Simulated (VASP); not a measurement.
# C (Fd-3m) in VASP: elastic constants with LDA

Aim: the elastic constants of C with LDA.

Program: VASP 6.6.1. These are calculated values, not measurements. Logs are shortened: lines on timing, memory, paths and dates and some standing lists are left out, and cuts for length are marked.

## (1) The cell of the first run

The structure is cubic, space group Fd-3m (No. 227). The conventional cell has a = 3.532 Å, b = 3.532 Å, c = 3.532 Å, α = 90.00°, β = 90.00°, γ = 90.00°. C (site symmetry -43m) has 4 C at 1.53 Å within 2.0 Å.

## (2) Elastic constants, LDA

Contents of INCAR:

```
ALGO = Normal ; EDIFF = 1E-8
ENCUT = 600 ; IBRION = 6
ISIF = 3 ; ISMEAR = 0
LASPH = T ; LCHARG = T
LREAL = F ; LWAVE = F
NELM = 100 ; NFREE = 2
NSW = 1 ; POTIM = 0.015
PREC = Accurate ; SIGMA = 0.01
```

Contents of KPOINTS:

```
k-points
0
Gamma
  12 12 12
```

Contents of POSCAR:

```
C
1.0
    0.0000000000      1.7658722546      1.7658722546
    1.7658722546      0.0000000000      1.7658722546
    1.7658722546      1.7658722546      0.0000000000
C
2
Direct
    0.0000000000      0.0000000000      0.0000000000
    0.2500000000      0.2500000000      0.2500000000
```

Potentials or basis: VASP PAW LDA potentials, release 64 (C).

Run with:

```
cat potpaw_LDA.64/C/POTCAR > POTCAR
mpirun -np 1 vasp_std > vasp.out
```

OUTCAR:

```text
EDIFF = 1E-8
   ENCUT = 600
   IBRION = 6
   ISIF = 3
   ISMEAR = 0
   LASPH = T
   LREAL = F
   NELM = 100
   NFREE = 2
   NSW = 1
   POTIM = 0.015
   PREC = Accurate

 ion  position               nearest neighbor table
   1  0.000  0.000  0.000-   2 1.53   2 1.53   2 1.53   2 1.53
   2  0.250  0.250  0.250-   1 1.53   1 1.53   1 1.53   1 1.53

  LATTYP: Found a face centered cubic cell.
 ALAT       =     3.5317445092

  Lattice vectors:

 A1 = (   0.0000000000,   1.7658722546,   1.7658722546)
 A2 = (   1.7658722546,   0.0000000000,   1.7658722546)
 A3 = (   1.7658722546,   1.7658722546,   0.0000000000)

Analysis of symmetry for initial positions (statically):
=====================================================================
 Subroutine PRICEL returns:
 Original cell was already a primitive cell.

 Routine SETGRP: Setting up the symmetry group for a
 face centered cubic supercell.

 Subroutine GETGRP returns: Found 48 space group operations
 (whereof 24 operations were pure point group operations)
 out of a pool of 48 trial point group operations.

The static configuration has the point symmetry T_d .
 The point group associated with its full space group is O_h .

Analysis of symmetry for dynamics (positions and initial velocities):
=====================================================================
 Subroutine PRICEL returns:
 Original cell was already a primitive cell.

 Routine SETGRP: Setting up the symmetry group for a
 face centered cubic supercell.

 Subroutine GETGRP returns: Found 48 space group operations
 (whereof 24 operations were pure point group operations)
 out of a pool of 48 trial point group operations.

The dynamic configuration has the point symmetry T_d .
 The point group associated with its full space group is O_h .

 Subroutine INISYM returns: Found 48 space group operations
 (whereof 24 operations are pure point group operations),
 and found     1 'primitive' translations

----------------------------------------------------------------------------------------

                                     Primitive cell

  volume of cell :      11.0131

  direct lattice vectors                    reciprocal lattice vectors
     0.000000000  1.765872255  1.765872255    -0.283146189  0.283146189  0.283146189
     1.765872255  0.000000000  1.765872255     0.283146189 -0.283146189  0.283146189
     1.765872255  1.765872255  0.000000000     0.283146189  0.283146189 -0.283146189

  length of vectors
     2.497320492  2.497320492  2.497320492     0.490423586  0.490423586  0.490423586

  position of ions in fractional coordinates (direct lattice)
     0.000000000  0.000000000  0.000000000
     0.250000000  0.250000000  0.250000000

  ion indices of the primitive-cell ions
   primitive index   ion index
                 1           1
                 2           2

----------------------------------------------------------------------------------------

 KPOINTS: k-points

Automatic generation of k-mesh.
 Grid dimensions read from file:
 generate k-points for:   12   12   12

 Generating k-lattice:

  Cartesian coordinates                     Fractional coordinates (reciprocal lattice)
[... 103 lines left out ...]
 Free energy of the ion-electron system (eV)
  ---------------------------------------------------
  ext. energy  EPLUGINS =         0.00000000
  ---------------------------------------------------
  free energy    TOTEN  =       -20.25207241 eV

  energy without entropy =      -20.25207241  energy(sigma->0) =      -20.25207241

------------------------ aborting loop because EDIFF is reached ----------------------------------------

  FORCE on cell =-STRESS in cart. coord.  units (eV):
  Direction    XX          YY          ZZ          XY          YZ          ZX
  --------------------------------------------------------------------------------------
  -------------------------------------------------------------------------------------
  Total        0.0571299      0.0571299      0.0571299     -0.0000000     -0.0000000      0.0000000
  in kB        8.3112468      8.3112468      8.3112468     -0.0000000     -0.0000000      0.0000000
  external PRESSURE =       8.3112468 kB  Pullay stress =       0.0000000 kB
[... 89 lines left out ...]
  FREE ENERGIE OF THE ION-ELECTRON SYSTEM (eV)
  ---------------------------------------------------
  free  energy   TOTEN  =       -20.2425619762 eV

  energy  without entropy=      -20.2425619762  energy(sigma->0) =      -20.24256198

[... ionic steps 4 to 12 ...]

--------------------------------------- Ionic step       13  -------------------------------------------

 number of electron       7.9999998 magnetization

------------------------ aborting loop because EDIFF is reached ----------------------------------------
[... 67 lines left out ...]
--------------------------------------- Ionic step       15  -------------------------------------------

 number of electron       7.9999999 magnetization

 Free energy of the ion-electron system (eV)
  ---------------------------------------------------
  ext. energy  EPLUGINS =         0.00000000
  ---------------------------------------------------
  free energy    TOTEN  =       -20.24770119 eV

  energy without entropy =      -20.24770119  energy(sigma->0) =      -20.24770119

 E-fermi :  10.4899     XC(G=0): -13.6432

 val. band max:       10.3949242033   @ k =   0.0000   0.0000   0.0000
 cond. band min:      14.3520849923   @ k =   0.3333   0.3333   0.0000
 fundamental gap:      3.9571607890
 Fermi energy:        10.4899115501

 k-point     1 :       0.0000    0.0000    0.0000
  band No.  band energies     occupation
      1     -11.5569      2.00000
      2       9.9239      2.00000
      3      10.1627      2.00000
      4      10.3949      2.00000
      5      15.5794      0.00000
      6      15.7815      0.00000
      7      15.9948      0.00000
      8      24.3960      0.00000
[... 243 lines left out ...]
 k-point    24 :      -0.4167    0.1667    0.0000
  band No.  band energies     occupation
      1      -5.1812      2.00000
      2      -2.5716      2.00000
      3       4.5408      2.00000
      4       6.5074      2.00000
      5      17.7551      0.00000
      6      20.4117      0.00000
      7      21.8297      0.00000
      8      25.6487      0.00000

 [... further k-points ...]
[... 5 lines left out ...]
  --------------------------------------------------------------------------------------
  -------------------------------------------------------------------------------------
  Total        0.0599080      0.0645122      0.0645122      0.0000000     -0.0650929      0.0000000
  in kB        8.7154104      9.3852245      9.3852245      0.0000000     -9.4697006      0.0000000
  external PRESSURE =       9.1619532 kB  Pullay stress =       0.0000000 kB
[... 17 lines left out ...]
  FREE ENERGIE OF THE ION-ELECTRON SYSTEM (eV)
  ---------------------------------------------------
  free  energy   TOTEN  =       -20.2477011874 eV

  energy  without entropy=      -20.2477011874  energy(sigma->0) =      -20.24770119

 INTERNAL STRAIN TENSORS FROM STRAINED CELLS
 ============================================

 INTERNAL STRAIN TENSOR FOR ION    1 for displacements in x,y,z  (eV/Angst):
          X           Y           Z          XY          YZ          ZX
  --------------------------------------------------------------------------------
  x    -0.00000     0.00000     0.00000     0.00000     4.34207     0.00000
  y     0.00000     0.00000     0.00000    -0.00000    -0.00000     4.34306
  z     0.00000    -0.00000    -0.00000     4.34389    -0.00000     0.00000

 INTERNAL STRAIN TENSORS FROM DISPLACED ATOMS
 ============================================

 INTERNAL STRAIN TENSOR FOR ION    1 for displacements in x,y,z  (eV/Angst):
          X           Y           Z          XY          YZ          ZX
  --------------------------------------------------------------------------------
  x    -0.00000    -0.00000    -0.00000     0.00000     4.34188     0.00000
  y    -0.00000     0.00000    -0.00000     0.00000     0.00000     4.34188
  z    -0.00000    -0.00000    -0.00000     4.34188     0.00000     0.00000

 INTERNAL STRAIN TENSOR FOR ION    2 for displacements in x,y,z  (eV/Angst):
          X           Y           Z          XY          YZ          ZX
  --------------------------------------------------------------------------------
  x     0.00000     0.00000     0.00000     0.00000    -4.34188     0.00000
  y     0.00000    -0.00000     0.00000     0.00000     0.00000    -4.34188
  z     0.00000     0.00000     0.00000    -4.34188     0.00000     0.00000

 Eigenvectors and eigenvalues of the dynamical matrix
 ----------------------------------------------------

   1 f  =   39.760907 THz   249.825144 2PiTHz 1326.281084 cm-1   164.437823 meV
             X         Y         Z           dx          dy          dz
      0.000000  0.000000  0.000000     0.000000   -0.707107    0.000000
      0.882936  0.882936  0.882936     0.000000    0.707107    0.000000
[... 21 lines left out ...]
   6 f  =    0.000000 THz     0.000000 2PiTHz    0.000000 cm-1     0.000000 meV
             X         Y         Z           dx          dy          dz
      0.000000  0.000000  0.000000     0.000000    0.000000    0.707107
      0.882936  0.882936  0.882936     0.000000    0.000000    0.707107

--------------------------------------------------------------------------------------------------------

 ELASTIC MODULI CONTR FROM IONIC RELAXATION (kBar)
 Direction    XX          YY          ZZ          XY          YZ          ZX
 --------------------------------------------------------------------------------
 XX          -0.0000     -0.0000     -0.0000      0.0000      0.0000      0.0000
 YY          -0.0000     -0.0000     -0.0000      0.0000      0.0000     -0.0000
 ZZ          -0.0000     -0.0000     -0.0000      0.0000      0.0000      0.0000
 XY           0.0000      0.0000      0.0000    -70.5991      0.0000      0.0000
 YZ           0.0000      0.0000      0.0000      0.0000    -70.5991      0.0000
 ZX           0.0000     -0.0000      0.0000      0.0000      0.0000    -70.5991
 --------------------------------------------------------------------------------

 TOTAL ELASTIC MODULI (kBar)
 Direction    XX          YY          ZZ          XY          YZ          ZX
 --------------------------------------------------------------------------------
 XX       11032.7840   1493.2867   1493.2867     -0.0000      0.0000     -0.0000
 YY        1493.2867  11032.7840   1493.2867     -0.0000      0.0000      0.0000
 ZZ        1493.2867   1493.2867  11032.7840     -0.0000      0.0000      0.0000
 XY          -0.0000     -0.0000     -0.0000   5943.3527      0.0000      0.0000
 YZ           0.0000      0.0000      0.0000      0.0000   5943.3527      0.0000
 ZX          -0.0000      0.0000      0.0000      0.0000      0.0000   5943.3527
 --------------------------------------------------------------------------------
```

Wall time 89 s (1 thread of Intel Xeon 6975P-C (Granite Rapids), shared host); peak memory 0.18 GiB.

Results:

* Elastic constants C11, C12, C44: 1103, 149, 594 GPa
* Voigt bulk modulus: 467 GPa
* Highest phonon frequency at Γ: 1326 cm⁻¹

Phonon frequencies in cm⁻¹ (negative: imaginary):
| q point | frequencies |
| --- | --- |
| (0.000, 0.000, 0.000) | 0 0 0 1326 1326 1326 |

Elastic tensor in Voigt notation (GPa, in the Cartesian axes of the cell as first typed):
```
1103  149  149    0    0    0
 149 1103  149    0    0    0
 149  149 1103    0    0    0
   0    0    0  594    0    0
   0    0    0    0  594    0
   0    0    0    0    0  594
```

Clamped-ion elastic tensor (GPa):
```
1103  149  149    0    0    0
 149 1103  149    0    0    0
 149  149 1103    0    0    0
   0    0    0  601    0    0
   0    0    0    0  601    0
   0    0    0    0    0  601
```
